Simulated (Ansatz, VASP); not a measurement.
## One calculation of HgTe, two programs

INCAR

```
SYSTEM = HgTe
PREC = Accurate
ENCUT = 520
EDIFF = 1E-7
ISMEAR = -1
SIGMA = 0.1
LREAL = .False.
LASPH = .True.
NELM = 60
ALGO = Normal
ISIF = 2
LWAVE = .False.
LCHARG = .False.
GGA = PE
NBANDS = 16
```

Contents of KPOINTS:

```
regular mesh
0
Gamma
  12 12 12
  0 0 0
```

POSCAR

```
HgTe
1.0
    0.0000000000      2.6475691194      2.6475691194
    2.6475691194      0.0000000000      2.6475691194
    2.6475691194      2.6475691194      0.0000000000
Hg Te
1 1
Direct
    0.0000000000      0.0000000000      0.0000000000
    0.5000000000      0.5000000000      0.5000000000
```

Input for Ansatz:

```yaml
crystal:
  lattice:
    - [0.0, 2.6475691194, 2.6475691194]
    - [2.6475691194, 0.0, 2.6475691194]
    - [2.6475691194, 2.6475691194, 0.0]
  atoms:
    - { symbol: Hg, position: [0.0, 0.0, 0.0] }
    - { symbol: Te, position: [0.5, 0.5, 0.5] }
kpoints:
  mp_grid: { grid: [12, 12, 12] }
scf:
  occupations: { method: fermi_dirac, width: 0.1 }
hamiltonian:
  xc: pbe
  pseudopotentials: { kind: all_electron, lapw: { basis_error: 0.001 } }
output:
  forces: true
  stress: true
  eigenvalues: true
  populations: true
```

Change from the starting cell: volume scaled by 0.64, LAPW.

Alike in both runs: task single point; functional PBE; k mesh 12 × 12 × 12; occupations fermi-dirac, width 0.1 eV; no spin polarisation.

|  | VASP | Ansatz |
| --- | --- | --- |
| version | VASP 6.6.1 | Ansatz 0.2.0 |
| potentials or method | VASP PAW PBE potentials, release 64 (Hg, Te), cutoff 520 eV | all-electron LAPW, scalar-relativistic |

|  | VASP | Ansatz | Ansatz less VASP |
| --- | --- | --- | --- |
| pressure (GPa) | 68.7 | 67.4 | -1.23 |

Both programs put the cell under a high pressure, so it lies far from rest at this level. Ansatz ran all-electron here, and VASP with PAW potentials.

Spin-orbit coupling is off throughout. Noted on VASP's run: the cell as given lies far from equilibrium.
